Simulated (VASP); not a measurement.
A run of VASP 6.6.1 is set up as follows.

The input POSCAR:

```
Si
1.0
   -2.3269690350      2.3283281705      1.2932281153
    2.3283281705     -2.3269690350      1.2932281153
    2.3303497613      2.3303497613     -1.2907388560
Si
2
Direct
    0.0000076927      0.9999923073      1.0000000000
    0.7499923073      0.2500076927      0.5000000000
```

The input INCAR.step1:

```
PREC = Accurate ; ENCUT = 520
ISMEAR = -1 ; SIGMA = 0.1
LREAL = False ; LASPH = True
NELM = 100 ; NBANDS = 11
GGA = PE ; ALGO = Normal
EDIFF = 1E-4 ; LWAVE = True
LCHARG = False
```

INCAR.step2

```
PREC = Accurate ; ENCUT = 520
EDIFF = 1E-7 ; ISMEAR = -1
SIGMA = 0.1 ; LREAL = False
LASPH = True ; NELM = 100
ALGO = Normal ; ISIF = 2
LWAVE = False ; LCHARG = False
METAGGA = R2SCAN ; LMIXTAU = True
NBANDS = 11 ; ISTART = 1
```

File KPOINTS:

```
Automatic mesh
0
Gamma
  15 15 11
```

Potentials or basis: VASP PAW PBE potentials, release 64 (Si).

The run is started by

```sh
$ cat potpaw_PBE.64/Si/POTCAR > POTCAR
$ cp INCAR.step1 INCAR
$ mpirun -np 1 vasp_std > vasp.out
$ cp INCAR.step2 INCAR
$ mpirun -np 1 vasp_std > vasp.out
```

**Question.** What does it give for the pressure?

**Answer.** 11.1 GPa.

**Question.** Estimate the band gap on the k mesh.

**Answer.** Zero (bands 4 and 5 overlap by 7.46 eV).

**Question.** Predict the largest force.

**Answer.** 0.004 eV/Å.

Forces on the atoms (eV/Å):
```
Si  -0.003  0.003  0.000
Si   0.003 -0.003  0.000
```

Caveat: the cell stands under pressure; the PAW data sets were made with another functional, which shifts forces and pressure a little.
